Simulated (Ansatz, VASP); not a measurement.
## Al2Pt: VASP beside Ansatz

```xyz
3
Lattice="0.0000 2.9846 2.9550 2.9846 0.0000 2.9550 2.9846 2.9846 0.0000" Properties=species:S:1:pos:R:3 pbc="T T T"
Al    1.4923    1.4923    1.4775
Al    4.4768    4.4768    4.4325
Pt    0.0000    0.0000    0.0000
```

Change from the starting cell: equal xx and yy strain of +1 %.

Alike in both runs: task single point; functional LDA; k mesh 12 × 12 × 12; occupations fermi-dirac, width 0.08 eV; no spin polarisation.

|  | VASP | Ansatz |
| --- | --- | --- |
| version | VASP 6.6.1 | Ansatz 0.2.0 |
| potentials or method | VASP PAW LDA potentials, release 64 (Al, Pt), cutoff 520 eV | all-electron LAPW, scalar-relativistic |

Ansatz gave:

* pressure (GPa): -6.3
* traceless stress, the component that is largest in VASP (GPa): 0.46

Problem. What did VASP give for the same quantities?

Solution. Pressure (GPa): -6.0; traceless stress, the component that is largest in VASP (GPa): 0.46.

LDA's correlation is that of Perdew and Zunger in VASP and of Perdew and Wang (1992) in Ansatz. Ansatz ran all-electron here, and VASP with PAW potentials.

Neither program's run includes spin-orbit coupling.
